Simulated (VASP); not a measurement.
# BeSe4 (Cmmm) in VASP: notebook, part 2 of 2

VASP 6.6.1. Earlier steps stand in the parts before.

## Step 4: Relaxation of cell and atoms, PBE

This run uses another cell than the first one, of 23.31 Å³/atom.

INCAR reads:

```
PREC = Accurate ; ENCUT = 600
EDIFF = 1E-6 ; ISMEAR = 0
SIGMA = 0.1 ; LREAL = False
LASPH = True ; NELM = 100
ALGO = Normal ; ISIF = 3
LWAVE = False ; LCHARG = False
GGA = PE ; IBRION = 2
NSW = 90 ; EDIFFG = -0.04
```

KPOINTS reads:

```
regular mesh
0
Gamma
  4 4 6
```

POSCAR reads:

```
BeSe4
1.0
    3.9484494000     -4.2002914200      0.0000000000
    3.9484494000      4.2002914200      0.0000000000
    0.0000000000      0.0000000000      3.5131735700
Be Se
1 4
Direct
    0.0000000000      0.0000000000      0.0000000000
    0.2796676500      0.2796676500      0.0000000000
    0.1815461400      0.8184538600      0.5000000000
    0.8184538600      0.1815461400      0.5000000000
    0.7203323500      0.7203323500      0.0000000000
```

Potentials or basis: VASP PAW PBE potentials, release 64 (Be, Se).

Command:

```sh
cat potpaw_PBE.64/Be/POTCAR potpaw_PBE.64/Se/POTCAR > POTCAR
mpirun -np 1 vasp_std > vasp.out
```

OUTCAR:

```text
PREC = Accurate
   ENCUT = 600
   EDIFF = 1E-6
   ISMEAR = 0
   LREAL = False
   LASPH = True
   NELM = 100
   ISIF = 3
   GGA = PE
   IBRION = 2
   NSW = 90
   EDIFFG = -0.04

 ion  position               nearest neighbor table
   1  0.000  0.000  0.000-   2 2.21   5 2.21   4 2.33   3 2.33   3 2.33   4 2.33
   2  0.280  0.280  0.000-   1 2.21
   3  0.182  0.818  0.500-   1 2.33   1 2.33
   4  0.818  0.182  0.500-   1 2.33   1 2.33
   5  0.720  0.720  0.000-   1 2.21

  LATTYP: Found a base centered orthorhombic cell.
 ALAT       =     7.8968988000
 B/A-ratio  =     1.0637825117
 C/A-ratio  =     0.4448801560

  Lattice vectors:

 A1 = (   3.9484494000,  -4.2002914200,   0.0000000000)
 A2 = (   3.9484494000,   4.2002914200,   0.0000000000)
 A3 = (   0.0000000000,   0.0000000000,   3.5131735700)

Analysis of symmetry for initial positions (statically):
=====================================================================
 Subroutine PRICEL returns:
 Original cell was already a primitive cell.

 Routine SETGRP: Setting up the symmetry group for a
 base centered orthorhombic supercell.

 Subroutine GETGRP returns: Found  8 space group operations
 (whereof  8 operations were pure point group operations)
 out of a pool of  8 trial point group operations.

The static configuration has the point symmetry D_2h.

Analysis of symmetry for dynamics (positions and initial velocities):
=====================================================================
 Subroutine PRICEL returns:
 Original cell was already a primitive cell.

 Routine SETGRP: Setting up the symmetry group for a
 base centered orthorhombic supercell.

 Subroutine GETGRP returns: Found  8 space group operations
 (whereof  8 operations were pure point group operations)
 out of a pool of  8 trial point group operations.

The dynamic configuration has the point symmetry D_2h.

 Subroutine INISYM returns: Found  8 space group operations
 (whereof  8 operations are pure point group operations),
 and found     1 'primitive' translations

----------------------------------------------------------------------------------------

                                     Primitive cell

  volume of cell :     116.5294

  direct lattice vectors                    reciprocal lattice vectors
     3.948449400 -4.200291420  0.000000000     0.126631989 -0.119039359  0.000000000
     3.948449400  4.200291420  0.000000000     0.126631989  0.119039359  0.000000000
     0.000000000  0.000000000  3.513173570     0.000000000  0.000000000  0.284642925

  length of vectors
     5.764781061  5.764781061  3.513173570     0.173798820  0.173798820  0.284642925

  position of ions in fractional coordinates (direct lattice)
     0.000000000  0.000000000  0.000000000
     0.279667650  0.279667650  0.000000000
     0.181546140  0.818453860  0.500000000
     0.818453860  0.181546140  0.500000000
     0.720332350  0.720332350  0.000000000

  ion indices of the primitive-cell ions
   primitive index   ion index
                 1           1
                 2           2
                 3           3
                 4           4
                 5           5

----------------------------------------------------------------------------------------

 KPOINTS: regular mesh

Automatic generation of k-mesh.
 Grid dimensions read from file:
 generate k-points for:    4    4    6

 Generating k-lattice:

  Cartesian coordinates                     Fractional coordinates (reciprocal lattice)
     0.031657997 -0.029759840  0.000000000     0.250000000 -0.000000000  0.000000000
     0.031657997  0.029759840  0.000000000    -0.000000000  0.250000000  0.000000000
     0.000000000  0.000000000  0.047440487     0.000000000  0.000000000  0.166666667

  Length of vectors
     0.043449705  0.043449705  0.047440487

  Shift w.r.t. Gamma in fractional coordinates (k-lattice)
     0.000000000  0.000000000  0.000000000

 Subroutine IBZKPT returns following result:
 ===========================================

 Found     28 irreducible k-points:

 Following reciprocal coordinates:
            Coordinates               Weight
  0.000000  0.000000  0.000000      1.000000
  0.250000  0.000000  0.000000      4.000000
  0.500000  0.000000  0.000000      2.000000
  0.250000  0.250000  0.000000      2.000000
  0.500000  0.250000  0.000000      4.000000
 -0.250000  0.250000  0.000000      2.000000
[... 16 lines left out ...]
  0.250000  0.000000  0.500000      4.000000
  0.500000  0.000000  0.500000      2.000000
 [... further k-points ...]
   k-points           NKPTS =     28   k-points in BZ     NKDIM =     28   number of bands    NBANDS=     17
   number of dos      NEDOS =    301   number of ions     NIONS =      5
   total plane-waves  NPLWV =  64512
   dimension x,y,z NGX =    48 NGY =   48 NGZ =   28
   dimension x,y,z NGXF=    96 NGYF=   96 NGZF=   56
   ions per type =               1   4
   NGX,Y,Z   is equivalent  to a cutoff of  13.84, 13.84, 13.25 a.u.
   NGXF,Y,Z  is equivalent  to a cutoff of  27.68, 27.68, 26.50 a.u.
 SYSTEM =  unknown system
   PREC   = accura    normal or accurate (medium, high low for compatibility)
   ISTART =      0    job   : 0-new  1-cont  2-samecut
   ICHARG =      2    charge: 1-file 2-atom 10-const
   ISPIN  =      1    spin polarized calculation?
   LNONCOLLINEAR =      F non collinear calculations
   LSORBIT =      F    spin-orbit coupling
   LASPH  =      T    aspherical Exc in radial PAW
   ENCUT  =  600.0 eV  44.10 Ry    6.64 a.u.  11.51 11.51  7.02*2*pi/ulx,y,z
   NELM   =    100;   NELMIN=  2; NELMDL= -5     # of ELM steps
   EDIFF  = 0.1E-05   stopping-criterion for ELM
   LREAL  =      F    real-space projection
   EDIFFG = -.4E-01   stopping-criterion for IOM
   NSW    =     90    number of steps for IOM
   IBRION =      2    ionic relax: 0-MD 1-quasi-New 2-CG
   NFREE  =      1    steps in history (QN), initial steepest desc. (CG)
   ISIF   =      3    stress and relaxation
   ISYM   =      2    0-nonsym 1-usesym 2-fastsym
   POTIM  = 0.5000    time-step for ionic-motion
   TEBEG  =    0.0;   TEEND  =   0.0 temperature during run
   PSTRESS=    0.0 pullay stress
   NELECT =      26.0000    total number of electrons
   NUPDOWN=      -1.0000    fix difference up-down
   EMIN   =  10.00;   EMAX   =-10.00  energy-range for DOS
   EFERMI =   0.00;   METHOD = LEGACY
   ISMEAR =     0;   SIGMA  =   0.10  broadening in eV -4-tet -1-fermi 0-gaus
   EFERMI_NEDOS =   21; number of points for ismear=-14 and -15
   IALGO  =     38    algorithm
   IMIX   =      4    mixing-type and parameters
     AMIX     =   0.40;   BMIX     =  1.00
     AMIX_MAG =   1.60;   BMIX_MAG =  1.00
  volume/ion in A,a.u.               =      23.31       157.28
  Fermi-wavevector in a.u.,A,eV,Ry     =   0.992935  1.876375 13.414250  0.985920
  Thomas-Fermi vector in A             =   2.124781
   LORBIT       =      0    0 simple, 1 ext, 2 COOP (PROOUT), +10 PAW based schemes
   GGA     = PE    functional components
   LHFCALC =     F    Hartree Fock is set to
   AEXX    =    0.0000 exact exchange contribution
   IVDW    =     0    specifies the selected vdW correction
   LEPSILON=     F    determine dielectric tensor
   LRPA    =     F    only Hartree local field effects (RPA)
 conjugate gradient relaxation of ions
 non-spin polarized calculation
 Gauss-broadening in eV      SIGMA  =   0.10
  energy-cutoff  :      600.00
  volume of cell :      116.53
 maximum number of plane-waves:      3908
 NGX is ok and might be reduce to    48
   NGX = 23   NGY = 23   NGZ = 15

--------------------------------------- Ionic step        1  -------------------------------------------

 number of electron      25.9999997 magnetization

 Free energy of the ion-electron system (eV)
  ---------------------------------------------------
  ext. energy  EPLUGINS =         0.00000000
  ---------------------------------------------------
  free energy    TOTEN  =       -15.36768406 eV

  energy without entropy =      -15.32741490  energy(sigma->0) =      -15.34754948

------------------------ aborting loop because EDIFF is reached ----------------------------------------

  FORCE on cell =-STRESS in cart. coord.  units (eV):
  Direction    XX          YY          ZZ          XY          YZ          ZX
  --------------------------------------------------------------------------------------
  -------------------------------------------------------------------------------------
  Total       -0.1785629     -2.8860531     -1.4222942      0.0000000      0.0000000      0.0000000
  in kB       -2.4550835    -39.6806973    -19.5552970      0.0000000      0.0000000      0.0000000
  external PRESSURE =     -20.5636926 kB  Pullay stress =       0.0000000 kB
[... 1067 lines left out ...]
      6      -0.8560      2.00000
[... 9 lines left out ...]
     16       6.7011      0.00000
     17       9.2787      0.00000

 [... further k-points ...]

[... ionic steps 4 to 65 ...]

--------------------------------------- Ionic step       66  -------------------------------------------

 number of electron      25.9999996 magnetization

------------------------ aborting loop because EDIFF is reached ----------------------------------------
[... 73 lines left out ...]
--------------------------------------- Ionic step       68  -------------------------------------------

 number of electron      25.9999996 magnetization

 Free energy of the ion-electron system (eV)
  ---------------------------------------------------
  ext. energy  EPLUGINS =         0.00000000
  ---------------------------------------------------
  free energy    TOTEN  =       -16.89458512 eV

  energy without entropy =      -16.87525031  energy(sigma->0) =      -16.88491771

 E-fermi :   1.8573     XC(G=0):  -8.2826

 val. band max:        1.8434890755   @ k =  -0.2500   0.2500   0.3333
 cond. band min:       1.8815657964   @ k =   0.5000   0.2500   0.3333
 fundamental gap:      0.0380767209
 Fermi energy:         1.8573118407
[... 512 lines left out ...]
  FREE ENERGIE OF THE ION-ELECTRON SYSTEM (eV)
  ---------------------------------------------------
  free  energy   TOTEN  =       -16.8945851158 eV

  energy  without entropy=      -16.8752503113  energy(sigma->0) =      -16.88491771

 reached required accuracy - stopping structural energy minimisation
```

OSZICAR:

```text
N       E                     dE             d eps       ncg     rms          rms(c)
DAV:   1     0.141830061119E+03    0.14183E+03   -0.11881E+04   952   0.144E+03
[... 599 lines left out ...]
DAV:   1    -0.169128443000E+02   -0.18865E-01   -0.68597E-01   952   0.430E+00    0.571E-01
DAV:   2    -0.168991947276E+02    0.13650E-01   -0.36369E-02  1101   0.107E+00    0.293E-01
DAV:   3    -0.168954655332E+02    0.37292E-02   -0.10744E-02  1097   0.490E-01    0.127E-01
DAV:   4    -0.168945785695E+02    0.88696E-03   -0.33067E-03  1004   0.297E-01    0.750E-02
DAV:   5    -0.168945786877E+02   -0.11826E-06   -0.11259E-04  1169   0.684E-02    0.394E-02
DAV:   6    -0.168945843132E+02   -0.56255E-05   -0.51636E-05  1185   0.423E-02    0.689E-03
DAV:   7    -0.168945851158E+02   -0.80259E-06   -0.54116E-06  1019   0.128E-02
  68 F= -.16894585E+02 E0= -.16884918E+02  d E =-.173809E-02
```

Run time: 18 min. Hardware: 1 thread of Intel Xeon 6975P-C (Granite Rapids), shared host; peak memory 0.29 GiB.

Results:

- Free energy: -16.8946 eV
- Relaxed volume: 27.32 Å³/atom
- Relaxed cell: a = 6.281 Å, b = 6.281 Å, c = 3.516 Å, α = 90.00°, β = 90.00°, γ = 79.92°
- Space group after relaxing (to 0.1 Å): Cmmm (No. 65)
- Energy gained by relaxing: 305.4 meV/atom
- Ionic steps: 68
- Pressure after relaxing: -0.1 GPa
- Largest force after relaxing: 0.026 eV/Å
- Band gap on the k mesh: zero (bands 13 and 14 overlap by 1.14 eV)

Forces on the atoms (eV/Å):
```
Be   0.000  0.000  0.000
Se   0.026  0.000  0.000
Se   0.000  0.000  0.000
Se   0.000  0.000  0.000
Se  -0.026  0.000  0.000
```

Stress tensor (GPa, compression positive):
```
-0.01  0.00  0.00
 0.00  0.04  0.00
 0.00  0.00 -0.23
```

The path:
| step | energy change (eV) | largest force (eV/Å) | pressure (GPa) | volume (Å³) |
| --- | --- | --- | --- | --- |
| 1 | 0.0000 | 0.6927 | -2.06 | 116.53 |
| 3 | -0.3860 | 1.3109 | 3.65 | 97.19 |
| 5 | -0.5558 | 0.9065 | 4.11 | 93.77 |
| 7 | -0.5584 | 0.8247 | 4.70 | 92.76 |
| 9 | -0.7077 | 0.1726 | -2.72 | 101.60 |
| 11 | -0.7218 | 0.1880 | -1.26 | 99.41 |
| 13 | -0.7742 | 0.1592 | -0.33 | 97.16 |
| 15 | -0.7763 | 0.1312 | -0.06 | 96.65 |
| 17 | -0.7846 | 0.1675 | 0.37 | 96.14 |
| 19 | -0.7876 | 0.3141 | 0.85 | 95.64 |
| 21 | -0.7912 | 0.3673 | 0.89 | 95.71 |
| 23 | -0.8104 | 0.5809 | 1.13 | 96.02 |
| 25 | -0.8296 | 0.9066 | 2.07 | 96.56 |
| 27 | -0.8333 | 0.8856 | 1.92 | 96.60 |
| 29 | -0.8553 | 0.9607 | 2.36 | 97.59 |
| 31 | -0.8588 | 0.9882 | 2.61 | 97.95 |
| 33 | -0.9311 | 0.9811 | 2.26 | 100.19 |
| 35 | -1.1232 | 2.3952 | 3.31 | 110.57 |
| 37 | -1.2455 | 2.2392 | 2.83 | 115.70 |
| 39 | -1.3893 | 1.3953 | 1.94 | 124.08 |
| 41 | -1.4476 | 0.0708 | 0.09 | 125.16 |
| 43 | -1.4528 | 0.0692 | 0.14 | 125.29 |
| 45 | -1.4778 | 0.0628 | 0.46 | 125.84 |
| 47 | -1.4945 | 0.2905 | 0.85 | 126.30 |
| 49 | -1.5026 | 0.3139 | 0.76 | 127.07 |
| 51 | -1.5094 | 0.3690 | 0.62 | 128.72 |
| 53 | -1.5196 | 0.0251 | 0.13 | 130.14 |
| 55 | -1.5200 | 0.0091 | 0.06 | 130.31 |
| 57 | -1.5209 | 0.0973 | -0.08 | 130.73 |
| 59 | -1.5218 | 0.0180 | 0.18 | 131.01 |
| 61 | -1.5225 | 0.0270 | 0.11 | 131.14 |
| 63 | -1.5250 | 0.0793 | 0.22 | 133.08 |
| 65 | -1.5252 | 0.1157 | 0.28 | 133.87 |
| 67 | -1.5263 | 0.0691 | 0.14 | 134.96 |
| 68 | -1.5269 | 0.0257 | -0.07 | 136.60 |

Final structure:
```
CELL_PARAMETERS angstrom
4.81468 -4.03417 0.00000
4.81468 4.03417 0.00000
0.00000 0.00000 3.51643
ATOMIC_POSITIONS crystal
Be 0.00000 0.00000 0.00000
Se 0.38339 0.38339 0.00000
Se 0.16254 0.83746 0.50000
Se 0.83746 0.16254 0.50000
Se 0.61661 0.61661 0.00000
```

Caveat: the volume moved by over 15 % at a fixed basis, so the end points are rough.

## Step 5: Relaxation of cell and atoms, PBE

This run uses another cell than the first one, of 26.33 Å³/atom.

INCAR reads:

```
  ALGO = Normal
  EDIFF = 1E-6
  EDIFFG = -0.01
  ENCUT = 600
  GGA = PE
  IBRION = 2
  ISIF = 3
  ISMEAR = 0
  LASPH = True
  LCHARG = False
  LREAL = False
  LWAVE = False
  NELM = 60
  NSW = 100
  PREC = Accurate
  SIGMA = 0.1
```

KPOINTS reads:

```
k-points
0
Gamma
  6 6 10
```

POSCAR reads:

```
BeSe4
1.0
    4.0484889643     -4.6297163995      0.0000000000
    4.0484889643      4.6297163995      0.0000000000
    0.0000000000      0.0000000000      3.5113047147
Be Se
1 4
Direct
    0.0000000000      0.0000000000      0.0000000000
    0.6210078113      0.3789921887      0.0000000000
    0.1616384649      0.1616384649      0.5000000000
    0.8383615351      0.8383615351      0.5000000000
    0.3789921887      0.6210078113      0.0000000000
```

Command:

```sh
cat potpaw_PBE.64/Be/POTCAR potpaw_PBE.64/Se/POTCAR > POTCAR
mpirun -np 1 vasp_std > vasp.out
```

Run time: 24 min. Hardware: 1 thread of Intel Xeon 6975P-C (Granite Rapids), shared host; peak memory 0.41 GiB.

It converged, with:

- Free energy: -16.8938 eV
- Relaxed volume: 28.74 Å³/atom
- Relaxed cell: a = 6.472 Å, b = 6.472 Å, c = 3.536 Å, α = 90.00°, β = 90.00°, γ = 104.01°
- Space group after relaxing (to 0.1 Å): Cmmm (No. 65)
- Energy gained by relaxing: 3.0 meV/atom
- Ionic steps: 32
- Pressure after relaxing: 0.0 GPa
- Largest force after relaxing: 0.008 eV/Å
- Band gap on the k mesh: zero (bands 13 and 14 overlap by 1.06 eV)

Forces in eV/Å, atoms in the order of the input:
```
Be   0.000  0.000  0.000
Se   0.000 -0.008  0.000
Se  -0.004  0.000  0.000
Se   0.004  0.000  0.000
Se   0.000  0.008  0.000
```

The path:
| step | energy change (eV) | largest force (eV/Å) | pressure (GPa) | volume (Å³) |
| --- | --- | --- | --- | --- |
| 1 | 0.0000 | 0.0963 | 0.21 | 131.63 |
| 2 | -0.0029 | 0.2168 | -0.13 | 132.28 |
| 3 | -0.0030 | 0.1684 | -0.08 | 132.18 |
| 4 | -0.0058 | 0.0685 | -0.01 | 132.33 |
| 5 | -0.0062 | 0.0738 | 0.03 | 132.40 |
| 6 | -0.0073 | 0.0425 | -0.02 | 132.55 |
| 7 | -0.0090 | 0.0592 | -0.19 | 133.01 |
| 8 | -0.0098 | 0.0319 | -0.07 | 132.84 |
| 9 | -0.0105 | 0.0120 | 0.12 | 132.58 |
| 10 | -0.0105 | 0.0205 | 0.15 | 132.53 |
| 11 | -0.0108 | 0.0224 | 0.12 | 132.71 |
| 12 | -0.0109 | 0.0669 | 0.10 | 132.89 |
| 13 | -0.0113 | 0.0459 | 0.07 | 133.26 |
| 14 | -0.0115 | 0.0916 | 0.01 | 134.00 |
| 15 | -0.0118 | 0.0893 | 0.02 | 134.31 |
| 16 | -0.0125 | 0.0816 | 0.04 | 135.23 |
| 17 | -0.0135 | 0.0662 | 0.10 | 137.07 |
| 18 | -0.0137 | 0.1728 | 0.24 | 140.76 |
| 19 | -0.0141 | 0.1341 | 0.20 | 141.28 |
| 20 | -0.0148 | 0.0245 | 0.09 | 142.83 |
| 21 | -0.0148 | 0.0047 | 0.07 | 143.21 |
| 22 | -0.0147 | 0.0533 | 0.01 | 143.98 |
| 23 | -0.0148 | 0.0159 | 0.05 | 143.43 |
| 24 | -0.0148 | 0.0099 | 0.05 | 143.34 |
| 25 | -0.0148 | 0.0055 | 0.06 | 143.28 |
| 26 | -0.0148 | 0.0077 | 0.05 | 143.34 |
| 27 | -0.0149 | 0.0192 | 0.02 | 143.54 |
| 28 | -0.0148 | 0.0417 | -0.06 | 143.94 |
| 29 | -0.0149 | 0.0263 | -0.02 | 143.68 |
| 30 | -0.0149 | 0.0244 | -0.01 | 143.64 |
| 31 | -0.0149 | 0.0195 | 0.00 | 143.66 |
| 32 | -0.0150 | 0.0076 | 0.02 | 143.72 |

Final structure:
```
Be Se
1.0
     3.98450   -5.10046    0.00000
     3.98450    5.10046    0.00000
     0.00000    0.00000    3.53592
Be Se
1 4
Direct
  0.00000 0.00000 0.00000
  0.61014 0.38986 0.00000
  0.16349 0.16349 0.50000
  0.83651 0.83651 0.50000
  0.38986 0.61014 0.00000
```

Levels at points of the mesh, in eV from the Fermi level:
```tsv
k point	band 10	band 11	band 12	band 13	band 14	band 15	band 16	band 17
(0.00, 0.00, 0.00)	-2.48	-1.12	-0.26	0.65	1.08	1.29	2.81	2.97
(0.50, 0.00, 0.00)	-1.44	-1.25	-0.44	-0.10	0.10	1.27	1.92	3.65
(0.50, 0.50, 0.00)	-1.84	-1.14	-0.27	0.38	0.94	1.25	2.31	3.06
(0.00, 0.00, 0.50)	-2.38	-1.89	-1.50	-0.86	-0.41	0.46	1.61	4.35
(0.50, 0.00, 0.50)	-2.52	-2.35	-2.03	-0.25	-0.16	1.54	2.35	3.02
(0.50, 0.50, 0.50)	-2.79	-1.88	-1.00	-0.60	0.01	0.46	1.57	3.78
```

## Step 6: Summary

| task | cell | k mesh | cutoff (eV) | gap on the mesh (eV) | pressure (GPa) | relaxed volume (Å³/atom) | largest force (eV/Å) |
| --- | --- | --- | --- | --- | --- | --- | --- |
| single point | a = 6.406, b = 6.406, c = 3.535 Å, angles 90.0, 90.0, 103.0°, 5 atoms, atomic positions A | 6 × 6 × 10 | 520 | none | 0.1 | - | 0.05 |
| relaxation of cell and atoms | relaxed from a = 5.765, b = 5.765, c = 3.513 Å, angles 90.0, 90.0, 93.5°, 5 atoms, atomic positions B | 4 × 4 × 6 | 600 | none | -0.1 | 27.32 | 0.03 |
| relaxation of cell and atoms | relaxed from a = 6.150, b = 6.150, c = 3.511 Å, angles 90.0, 90.0, 97.7°, 5 atoms, atomic positions C | 6 × 6 × 10 | 600 | none | 0.0 | 28.74 | 0.01 |

Alike in all rows: level PBE; potentials or basis VASP PAW PBE potentials, release 64 (Be, Se); no spin polarisation; smearing gaussian 0.1 eV.

Caveats: the volume moved by over 15 % at a fixed basis, so the end points are rough (at least some runs).

Absolute energies hang on the potentials; compare differences alone.
